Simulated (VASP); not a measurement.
# Mn (Im-3m) in VASP: single point with PBE

Aim: the single point of Mn with PBE.

Program: VASP 6.6.1. These are calculated values, not measurements. Logs are shortened: lines on timing, memory, paths and dates and some standing lists are left out, and cuts for length are marked.

## Step 1: The cell of the first run

It takes space group Im-3m (No. 229, cubic). The conventional cell has a = 2.900 Å, b = 2.900 Å, c = 2.900 Å, α = 90.00°, β = 90.00°, γ = 90.00°. Mn (site symmetry m-3m) has 14 Mn at 2.51 to 2.90 Å within 3.3 Å.

This isn't the form of Mn at room conditions, which is a 58-atom cubic cell.

## Step 2: Single point, PBE, collinear spin, ferrimagnetic start

INCAR

```
PREC     = Accurate       # precision mode
ENCUT    = 500            # plane-wave cutoff, eV
EDIFF    = 1E-6           # SCF threshold, eV
ISMEAR   = -1             # smearing method
SIGMA    = 0.05           # smearing width, eV
LREAL    = False          # projectors in reciprocal space
LASPH    = True           # aspherical terms in the spheres
NELM     = 200            # most SCF steps
ALGO     = Normal         # electronic algorithm
ISIF     = 2              # what is computed and relaxed
LWAVE    = False          # write WAVECAR
LCHARG   = True           # write CHGCAR
ISPIN    = 2              # spin polarisation
MAGMOM   = 3.3 -1.3       # initial moments
LORBIT   = 11             # projections on sites
LMAXMIX  = 4              # l up to which the mixer works
GGA      = PE             # functional
LELF     = True           # ELF
LVHAR    = True         
NBANDS   = 24             # bands
GGA_COMPAT= False
```

KPOINTS

```
Automatic mesh
0
Gamma
  6 6 6
```

POSCAR

```
Mn
1.0
    2.9000000000      0.0000000000      0.0000000000
    0.0000000000      2.9000000000      0.0000000000
    0.0000000000      0.0000000000      2.9000000000
Mn
2
Direct
    0.0000000000      0.0000000000      0.0000000000
    0.5000000000      0.5000000000      0.5000000000
```

Potentials or basis: VASP PAW PBE potentials, release 64 (Mn_pv).

Run with:

```sh
> cat potpaw_PBE.64/Mn_pv/POTCAR > POTCAR
> mpirun -np 1 vasp_std > vasp.out
```

OUTCAR:

```text
PREC = Accurate
   ENCUT = 500
   EDIFF = 1E-6
   ISMEAR = -1
   LREAL = False
   LASPH = True
   NELM = 200
   ISIF = 2
   ISPIN = 2
   LORBIT = 11
   GGA = PE

 ion  position               nearest neighbor table
   1  0.000  0.000  0.000-   2 2.51   2 2.51   2 2.51   2 2.51   2 2.51   2 2.51   2 2.51   2 2.51

   2  0.500  0.500  0.500-   1 2.51   1 2.51   1 2.51   1 2.51   1 2.51   1 2.51   1 2.51   1 2.51

  LATTYP: Found a simple cubic cell.
 ALAT       =     2.9000000000

  Lattice vectors:

 A1 = (   2.9000000000,   0.0000000000,   0.0000000000)
 A2 = (   0.0000000000,   2.9000000000,   0.0000000000)
 A3 = (   0.0000000000,   0.0000000000,   2.9000000000)

Analysis of symmetry for initial positions (statically):
=====================================================================
 Subroutine PRICEL returns following result:

  LATTYP: Found a body centered cubic cell.
 ALAT       =     2.9000000000

  Lattice vectors:

 A1 = (   1.4500000000,   1.4500000000,  -1.4500000000)
 A2 = (  -1.4500000000,   1.4500000000,   1.4500000000)
 A3 = (   1.4500000000,  -1.4500000000,   1.4500000000)

   2 primitive cells build up your supercell.

 Routine SETGRP: Setting up the symmetry group for a
 simple cubic supercell.

 Subroutine GETGRP returns: Found 48 space group operations
 (whereof 48 operations were pure point group operations)
 out of a pool of 48 trial point group operations.

The static configuration has the point symmetry O_h .

Analysis of symmetry for dynamics (positions and initial velocities):
=====================================================================
 Subroutine PRICEL returns following result:

  LATTYP: Found a body centered cubic cell.
 ALAT       =     2.9000000000

  Lattice vectors:

 A1 = (   1.4500000000,   1.4500000000,  -1.4500000000)
 A2 = (  -1.4500000000,   1.4500000000,   1.4500000000)
 A3 = (   1.4500000000,  -1.4500000000,   1.4500000000)

   2 primitive cells build up your supercell.

 Routine SETGRP: Setting up the symmetry group for a
 simple cubic supercell.

 Subroutine GETGRP returns: Found 48 space group operations
 (whereof 48 operations were pure point group operations)
 out of a pool of 48 trial point group operations.

The dynamic configuration has the point symmetry O_h .

Analysis of structural, dynamic, and magnetic symmetry:
=====================================================================
 Subroutine PRICEL returns:
[... 121 lines left out ...]
   IALGO  =     38    algorithm
   IMIX   =      4    mixing-type and parameters
     AMIX     =   0.40;   BMIX     =  1.00
     AMIX_MAG =   1.60;   BMIX_MAG =  1.00
  volume/ion in A,a.u.               =      12.19        82.29
  Fermi-wavevector in a.u.,A,eV,Ry     =   1.672379  3.160337 38.053459  2.796850
  Thomas-Fermi vector in A             =   2.757536
   LORBIT       =     11    0 simple, 1 ext, 2 COOP (PROOUT), +10 PAW based schemes
   GGA     = PE    functional components
   LHFCALC =     F    Hartree Fock is set to
   AEXX    =    0.0000 exact exchange contribution
   IVDW    =     0    specifies the selected vdW correction
   LEPSILON=     F    determine dielectric tensor
   LRPA    =     F    only Hartree local field effects (RPA)
 spin polarized calculation
  energy-cutoff  :      500.00
  volume of cell :       24.39
 maximum number of plane-waves:       632
 NGX is ok and might be reduce to    24
   NGX = 11   NGY = 11   NGZ = 11

 number of electron      25.9999981 magnetization       2.0221656

 Free energy of the ion-electron system (eV)
  ---------------------------------------------------
  ext. energy  EPLUGINS =         0.00000000
  ---------------------------------------------------
  free energy    TOTEN  =       -17.68523496 eV

  energy without entropy =      -17.65400485  energy(sigma->0) =      -17.66961991

 E-fermi :   9.2292     XC(G=0): -13.2291

 val. band max:        9.2040126440   @ k =   0.3333   0.3333   0.1667
 cond. band min:       9.2305388485   @ k =   0.3333   0.1667   0.1667
 fundamental gap:      0.0265262045
 Fermi energy:         9.2292239770

 spin component 1

 k-point     1 :       0.0000    0.0000    0.0000
  band No.  band energies     occupation
      1     -40.2468      1.00000
      2     -40.2468      1.00000
      3     -40.2468      1.00000
      4     -38.3728      1.00000
      5     -38.3728      1.00000
      6     -38.3728      1.00000
[... 529 lines left out ...]
     23      19.3660      0.00000
     24      20.2484      0.00000
 Fermi energy:         9.2292239770

 spin component 2

 k-point     1 :       0.0000    0.0000    0.0000
  band No.  band energies     occupation
      1     -39.1704      1.00000
      2     -39.1704      1.00000
      3     -39.1704      1.00000
      4     -37.1972      1.00000
      5     -37.1972      1.00000
      6     -37.1972      1.00000
[... 529 lines left out ...]
     23      19.7686      0.00000
     24      20.6316      0.00000

------------------------ aborting loop because EDIFF is reached ----------------------------------------

  FORCE on cell =-STRESS in cart. coord.  units (eV):
  Direction    XX          YY          ZZ          XY          YZ          ZX
  --------------------------------------------------------------------------------------
  -------------------------------------------------------------------------------------
  Total       -1.1434670     -1.1434670     -1.1434670     -0.0000000      0.0000000     -0.0000000
  in kB      -75.1173469    -75.1173469    -75.1173469     -0.0000000      0.0000000     -0.0000000
  external PRESSURE =     -75.1173469 kB  Pullay stress =       0.0000000 kB

 VOLUME and BASIS-vectors are now :
 -----------------------------------------------------------------------------
  energy-cutoff  :      500.00
  volume of cell :       24.39
      direct lattice vectors                 reciprocal lattice vectors
     2.900000000  0.000000000  0.000000000     0.344827586  0.000000000  0.000000000
     0.000000000  2.900000000  0.000000000     0.000000000  0.344827586  0.000000000
     0.000000000  0.000000000  2.900000000     0.000000000  0.000000000  0.344827586

 POSITION                                       TOTAL-FORCE (eV/Angst)
 -----------------------------------------------------------------------------------
      0.00000      0.00000      0.00000         0.000000      0.000000      0.000000
      1.45000      1.45000      1.45000         0.000000      0.000000      0.000000
 -----------------------------------------------------------------------------------
    total drift:                                0.000000      0.000000     -0.000000

  FREE ENERGIE OF THE ION-ELECTRON SYSTEM (eV)
  ---------------------------------------------------
  free  energy   TOTEN  =       -17.6852349616 eV

  energy  without entropy=      -17.6540048544  energy(sigma->0) =      -17.66961991

 total charge

# of ion       s       p       d       tot
------------------------------------------
    1        0.387   6.336   5.010  11.733
    2        0.373   6.328   5.093  11.794
--------------------------------------------------
tot          0.760  12.664  10.103  23.527

 magnetization (x)

# of ion       s       p       d       tot
------------------------------------------
    1        0.024   0.009   2.781   2.814
    2       -0.021  -0.031  -0.749  -0.801
--------------------------------------------------
tot          0.003  -0.022   2.032   2.014
```

OSZICAR:

```text
N       E                     dE             d eps       ncg     rms          rms(c)
DAV:   1     0.249213348463E+03    0.24921E+03   -0.14570E+04  1960   0.143E+03
DAV:   2    -0.104336817101E+02   -0.25965E+03   -0.24915E+03  2008   0.392E+02
DAV:   3    -0.203510517855E+02   -0.99174E+01   -0.98635E+01  2072   0.880E+01
DAV:   4    -0.204434669235E+02   -0.92415E-01   -0.92406E-01  2128   0.826E+00
DAV:   5    -0.204451451975E+02   -0.16783E-02   -0.16782E-02  2064   0.112E+00    0.178E+01
DAV:   6    -0.178409803979E+02    0.26042E+01   -0.96616E+00  1936   0.410E+01    0.848E+00
DAV:   7    -0.208069437048E+02   -0.29660E+01   -0.25542E+01  1984   0.338E+01    0.255E+01
DAV:   8    -0.176692230781E+02    0.31377E+01   -0.15031E+01  2000   0.231E+01    0.298E+00
DAV:   9    -0.176782113198E+02   -0.89882E-02   -0.94224E-02  2000   0.206E+00    0.137E+00
DAV:  10    -0.176807374302E+02   -0.25261E-02   -0.60913E-02  2304   0.117E+00    0.789E-01
DAV:  11    -0.176837512108E+02   -0.30138E-02   -0.19790E-02  2088   0.946E-01    0.400E-01
DAV:  12    -0.176849527576E+02   -0.12015E-02   -0.62387E-03  2120   0.397E-01    0.246E-01
DAV:  13    -0.176851998287E+02   -0.24707E-03   -0.32286E-03  2224   0.281E-01    0.754E-02
DAV:  14    -0.176852225285E+02   -0.22700E-04   -0.20233E-04  2000   0.918E-02    0.253E-02
DAV:  15    -0.176852324658E+02   -0.99373E-05   -0.48151E-05  2040   0.528E-02    0.734E-03
DAV:  16    -0.176852341135E+02   -0.16476E-05   -0.40067E-06  1568   0.105E-02    0.285E-03
DAV:  17    -0.176852349616E+02   -0.84817E-06   -0.40126E-07  1088   0.480E-03
   1 F= -.17685235E+02 E0= -.17669620E+02  d E =-.312301E-01  mag=     2.0223
```

stdout:

```text
POSCAR found type information on POSCAR Mn
 POSCAR found :  1 types and       2 ions
 scaLAPACK will be used
 LDA part: xc-table for (Slater+PW92), standard interpolation
 POSCAR, INCAR and KPOINTS ok, starting setup
 FFT: planning ... GRIDC
 FFT: planning ... GRID_SOFT
 FFT: planning ... GRID
 WAVECAR not read
 entering main loop
```

Wall time 38 s (1 thread of Intel Xeon 8259CL, shared host); peak memory 0.15 GiB.

Results:

| Property | Result |
| --- | --- |
| Free energy | -17.6852 eV |
| Pressure | -7.5 GPa |
| Band gap on the k mesh | zero (filled and empty bands overlap) |
| Net moment | 2.02 μB per cell |
| Site moments | Mn +2.81, -0.80 μB |
| Valence electrons inside the program's atomic spheres | Mn 11.73, 11.79 |

Caveat: the k points lie up to 0.36 Å⁻¹ apart, too coarse for converged energies and pressures of a metal.
